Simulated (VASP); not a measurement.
# SiC (Moissanite) (P6_3mc) in VASP: further runs

Runs on SiC (Moissanite). Level: PBE. Tasks: single point.

Program: VASP 6.6.1. These are calculated values, not measurements. Logs are shortened: lines on timing, memory, paths and dates and some standing lists are left out, and cuts for length are marked.

## Step 1: The cell of the first run

Symmetry: P6_3mc, No. 186, hexagonal system. The conventional cell has a = 3.076 Å, b = 3.076 Å, c = 5.199 Å, α = 90.00°, β = 90.00°, γ = 120.00°. Within 2.5 Å of Si (site symmetry 3m) lie 4 C at 1.89 to 1.94 Å. Within 2.5 Å of C (site symmetry 3m) lie 4 Si at 1.89 to 1.94 Å.

## Step 2: Single point, PBE (z stretched by +3 %, then relaxed in part)

Input file INCAR:

```
PREC = Accurate
ENCUT = 520
EDIFF = 1E-6
ISMEAR = -1
SIGMA = 0.02
LREAL = False
LASPH = True
NELM = 80
ALGO = Normal
ISIF = 2
LWAVE = False
LCHARG = True
GGA = PE
LELF = True
LVHAR = True
NBANDS = 16
```

Input file KPOINTS:

```
regular mesh
0
Gamma
  16 16 9
```

Input file POSCAR:

```
SiC
1.0
    3.0760000000      0.0000000000      0.0000000000
   -1.5380000000      2.6638941420      0.0000000000
    0.0000000000      0.0000000000      5.1994400000
Si C
2 2
Direct
    0.3333333333      0.6666666667      0.0058161716
    0.6666666667      0.3333333333      0.5058161716
    0.3333333333      0.6666666667      0.3791838284
    0.6666666667      0.3333333333      0.8791838284
```

Potentials or basis: VASP PAW PBE potentials, release 64 (Si, C).

Launch:

```bash
$ cat potpaw_PBE.64/Si/POTCAR potpaw_PBE.64/C/POTCAR > POTCAR
$ mpirun -np 1 vasp_std > vasp.out
```

OUTCAR:

```text
PREC = Accurate
   ENCUT = 520
   EDIFF = 1E-6
   ISMEAR = -1
   LREAL = False
   LASPH = True
   NELM = 80
   ISIF = 2
   GGA = PE

 ion  position               nearest neighbor table
   1  0.333  0.667  0.006-   4 1.89   4 1.89   4 1.89   3 1.94   2 3.15   2 3.15   2 3.15   2 3.15
                             2 3.15   2 3.15
   2  0.667  0.333  0.506-   3 1.89   3 1.89   3 1.89   4 1.94   1 3.15   1 3.15   1 3.15   1 3.15
                             1 3.15   1 3.15
   3  0.333  0.667  0.379-   2 1.89   2 1.89   2 1.89   1 1.94
   4  0.667  0.333  0.879-   1 1.89   1 1.89   1 1.89   2 1.94

  LATTYP: Found a hexagonal cell.
 ALAT       =     3.0760000000
 C/A-ratio  =     1.6903250975

  Lattice vectors:

 A1 = (   3.0760000000,   0.0000000000,   0.0000000000)
 A2 = (  -1.5380000000,   2.6638941420,   0.0000000000)
 A3 = (   0.0000000000,   0.0000000000,   5.1994400000)

Analysis of symmetry for initial positions (statically):
=====================================================================
 Subroutine PRICEL returns:
 Original cell was already a primitive cell.

 Routine SETGRP: Setting up the symmetry group for a
 hexagonal supercell.

 Subroutine GETGRP returns: Found 12 space group operations
 (whereof  6 operations were pure point group operations)
 out of a pool of 24 trial point group operations.

The static configuration has the point symmetry C_3v.
 The point group associated with its full space group is C_6v.

Analysis of symmetry for dynamics (positions and initial velocities):
=====================================================================
 Subroutine PRICEL returns:
 Original cell was already a primitive cell.

 Routine SETGRP: Setting up the symmetry group for a
 hexagonal supercell.

 Subroutine GETGRP returns: Found 12 space group operations
 (whereof  6 operations were pure point group operations)
 out of a pool of 24 trial point group operations.

The dynamic configuration has the point symmetry C_3v.
 The point group associated with its full space group is C_6v.

 Subroutine INISYM returns: Found 12 space group operations
 (whereof  6 operations are pure point group operations),
 and found     1 'primitive' translations

----------------------------------------------------------------------------------------

                                     Primitive cell

  volume of cell :      42.6049

  direct lattice vectors                    reciprocal lattice vectors
     3.076000000  0.000000000  0.000000000     0.325097529  0.187695146  0.000000000
[... 89 lines left out ...]
   NELM   =     80;   NELMIN=  2; NELMDL= -5     # of ELM steps
   EDIFF  = 0.1E-05   stopping-criterion for ELM
   LREAL  =      F    real-space projection
   EDIFFG = 0.1E-04   stopping-criterion for IOM
   NSW    =      0    number of steps for IOM
   IBRION =     -1    ionic relax: 0-MD 1-quasi-New 2-CG
   NFREE  =      0    steps in history (QN), initial steepest desc. (CG)
   ISIF   =      2    stress and relaxation
   ISYM   =      2    0-nonsym 1-usesym 2-fastsym
   POTIM  = 0.5000    time-step for ionic-motion
   TEBEG  =    0.0;   TEEND  =   0.0 temperature during run
   PSTRESS=    0.0 pullay stress
   NELECT =      16.0000    total number of electrons
   NUPDOWN=      -1.0000    fix difference up-down
   EMIN   =  10.00;   EMAX   =-10.00  energy-range for DOS
   EFERMI =   0.00;   METHOD = LEGACY
   ISMEAR =    -1;   SIGMA  =   0.02  broadening in eV -4-tet -1-fermi 0-gaus
   EFERMI_NEDOS =   21; number of points for ismear=-14 and -15
   IALGO  =     38    algorithm
   IMIX   =      4    mixing-type and parameters
     AMIX     =   0.40;   BMIX     =  1.00
     AMIX_MAG =   1.60;   BMIX_MAG =  1.00
  volume/ion in A,a.u.               =      10.65        71.88
  Fermi-wavevector in a.u.,A,eV,Ry     =   1.181122  2.231998 18.980806  1.395050
  Thomas-Fermi vector in A             =   2.317402
   LORBIT       =      0    0 simple, 1 ext, 2 COOP (PROOUT), +10 PAW based schemes
   GGA     = PE    functional components
   LHFCALC =     F    Hartree Fock is set to
   AEXX    =    0.0000 exact exchange contribution
   IVDW    =     0    specifies the selected vdW correction
   LEPSILON=     F    determine dielectric tensor
   LRPA    =     F    only Hartree local field effects (RPA)
 non-spin polarized calculation
  energy-cutoff  :      520.00
  volume of cell :       42.60
 maximum number of plane-waves:      1178
 NGX is ok and might be reduce to    24
   NGX = 11   NGY = 11   NGZ = 19

 number of electron      16.0000001 magnetization

 Free energy of the ion-electron system (eV)
  ---------------------------------------------------
  ext. energy  EPLUGINS =         0.00000000
  ---------------------------------------------------
  free energy    TOTEN  =       -30.06813721 eV

  energy without entropy =      -30.06813721  energy(sigma->0) =      -30.06813721

 E-fermi :   8.4433     XC(G=0): -11.2251

 val. band max:        7.9994920649   @ k =   0.0000   0.0000   0.0000
 cond. band min:      10.1854797614   @ k =   0.3125   0.3125   0.0000
 fundamental gap:      2.1859876966
 Fermi energy:         8.4432594500

 k-point     1 :       0.0000    0.0000    0.0000
  band No.  band energies     occupation
      1      -7.4078      2.00000
      2      -4.1650      2.00000
      3      -0.6828      2.00000
      4       6.8273      2.00000
      5       6.8273      2.00000
      6       7.6287      2.00000
[... 433 lines left out ...]
      3       0.7646      2.00000
      4       2.2369      2.00000
      5       2.7892      2.00000
      6       3.8964      2.00000
[... 8 lines left out ...]
     15      18.0764      0.00000
     16      19.0587      0.00000

 [... further k-points ...]
[... 5 lines left out ...]
  --------------------------------------------------------------------------------------
  -------------------------------------------------------------------------------------
  Total        0.5148470      0.5148470     -3.2385568      0.0000000      0.0000000      0.0000000
  in kB       19.3610508     19.3610508   -121.7873637      0.0000000      0.0000000      0.0000000
  external PRESSURE =     -27.6884207 kB  Pullay stress =       0.0000000 kB

 VOLUME and BASIS-vectors are now :
 -----------------------------------------------------------------------------
  energy-cutoff  :      520.00
  volume of cell :       42.60
      direct lattice vectors                 reciprocal lattice vectors
     3.076000000  0.000000000  0.000000000     0.325097529  0.187695146  0.000000000
    -1.538000000  2.663894142  0.000000000     0.000000000  0.375390292  0.000000000
     0.000000000  0.000000000  5.199440000     0.000000000  0.000000000  0.192328405

 POSITION                                       TOTAL-FORCE (eV/Angst)
 -----------------------------------------------------------------------------------
     -0.00000      1.77593      0.03024        -0.000000     -0.000000     -0.003176
      1.53800      0.88796      2.62996         0.000000      0.000000     -0.003176
     -0.00000      1.77593      1.97154         0.000000     -0.000000      0.003176
      1.53800      0.88796      4.57126        -0.000000      0.000000      0.003176
 -----------------------------------------------------------------------------------
    total drift:                               -0.000000      0.000000      0.000776

  FREE ENERGIE OF THE ION-ELECTRON SYSTEM (eV)
  ---------------------------------------------------
  free  energy   TOTEN  =       -30.0681372131 eV

  energy  without entropy=      -30.0681372131  energy(sigma->0) =      -30.06813721
```

OSZICAR:

```text
N       E                     dE             d eps       ncg     rms          rms(c)
DAV:   1     0.254034488061E+02    0.25403E+02   -0.71026E+03  4808   0.891E+02
DAV:   2    -0.310830873048E+02   -0.56487E+02   -0.51185E+02  6824   0.158E+02
DAV:   3    -0.336163633828E+02   -0.25333E+01   -0.25218E+01  6472   0.305E+01
DAV:   4    -0.336356145462E+02   -0.19251E-01   -0.19248E-01  5808   0.330E+00
DAV:   5    -0.336358042073E+02   -0.18966E-03   -0.18966E-03  6368   0.310E-01    0.121E+01
DAV:   6    -0.301384160108E+02    0.34974E+01   -0.63710E+00  5976   0.154E+01    0.539E+00
DAV:   7    -0.300857920744E+02    0.52624E-01   -0.10353E+00  6888   0.592E+00    0.243E+00
DAV:   8    -0.300693181525E+02    0.16474E-01   -0.44250E-02  5504   0.136E+00    0.616E-01
DAV:   9    -0.300677995185E+02    0.15186E-02   -0.73074E-03  6304   0.580E-01    0.126E-01
DAV:  10    -0.300681079043E+02   -0.30839E-03   -0.10404E-03  5800   0.187E-01    0.582E-02
DAV:  11    -0.300681367150E+02   -0.28811E-04   -0.91577E-05  5864   0.681E-02    0.141E-02
DAV:  12    -0.300681372131E+02   -0.49808E-06   -0.64812E-06  6432   0.167E-02
   1 F= -.30068137E+02 E0= -.30068137E+02  d E =-.328494E-12
```

stdout:

```text
POSCAR found type information on POSCAR SiC
 POSCAR found :  2 types and       4 ions
 scaLAPACK will be used
 LDA part: xc-table for (Slater+PW92), standard interpolation
 POSCAR, INCAR and KPOINTS ok, starting setup
 FFT: planning ... GRIDC
 FFT: planning ... GRID_SOFT
 FFT: planning ... GRID
 WAVECAR not read
 entering main loop
```

It took 48 s on 1 thread of AMD EPYC 9R45 (Zen 5), shared host; peak memory 0.18 GiB.

Results:

```yaml
Free_energy: -30.0681 eV
Pressure: -2.8 GPa
Largest_force: 0.003 eV/Å
Band_gap_on_the_k_mesh: 2.19 eV, indirect (least direct gap 4.14 eV)
```

Forces on the atoms (eV/Å):
```
Si   0.000  0.000 -0.003
Si   0.000  0.000 -0.003
C    0.000  0.000  0.003
C    0.000  0.000  0.003
```

Stress tensor (GPa, compression positive):
```
  1.94   0.00   0.00
  0.00   1.94   0.00
  0.00   0.00 -12.18
```

Caveat: the cell differs from its parent crystal (z stretched by +3 %, then relaxed in part).

## Step 3: Single point, PBE (volume scaled by 1.04, then relaxed in part)

Input file INCAR:

```
SYSTEM = SiC
PREC = Accurate
ENCUT = 520
EDIFF = 1E-6
ISMEAR = -1
SIGMA = 0.02
LREAL = .False.
LASPH = .True.
NELM = 80
ALGO = Normal
ISIF = 2
LWAVE = .False.
LCHARG = .False.
GGA = PE
NBANDS = 16
```

Input file KPOINTS:

```
Automatic mesh
0
Gamma
  16 16 9
  0 0 0
```

Input file POSCAR:

```
SiC
1.0
    3.1164783261      0.0000000000      0.0000000000
   -1.5582391631      2.6989494008      0.0000000000
    0.0000000000      0.0000000000      5.1144286705
Si C
2 2
Direct
    0.3333333333      0.6666666667      0.0044955126
    0.6666666667      0.3333333333      0.5044955126
    0.3333333333      0.6666666667      0.3805044874
    0.6666666667      0.3333333333      0.8805044874
```

Potentials or basis: VASP PAW PBE potentials, release 64 (Si, C).

Launch:

```bash
$ cat potpaw_PBE.64/Si/POTCAR potpaw_PBE.64/C/POTCAR > POTCAR
$ mpirun -np 1 vasp_std > vasp.out
```

Run time: 53 s. Hardware: 1 thread of AMD EPYC 9R45 (Zen 5), shared host; peak memory 0.18 GiB.

The run converged. Its results:

* Free energy: -30.0948 eV
* Pressure: -4.9 GPa
* Largest force: 0.010 eV/Å
* Band gap on the k mesh: 2.41 eV, indirect (least direct gap 3.90 eV)

Forces in eV/Å, atoms in the order of the input:
```
Si   0.000  0.000  0.010
Si   0.000  0.000  0.010
C    0.000  0.000 -0.010
C    0.000  0.000 -0.010
```

Levels at points of the mesh, in eV from the valence-band top:
| k point | band 5 | band 6 | band 7 | band 8 | band 9 | band 10 | band 11 | band 12 |
| --- | --- | --- | --- | --- | --- | --- | --- | --- |
| (0.00, 0.00, 0.00) | -1.30 | -0.10 | 0.00 | 0.00 | 4.48 | 5.79 | 6.44 | 6.44 |
| (0.50, 0.00, 0.00) | -5.29 | -3.24 | -3.17 | -1.18 | 2.71 | 4.19 | 6.58 | 6.98 |
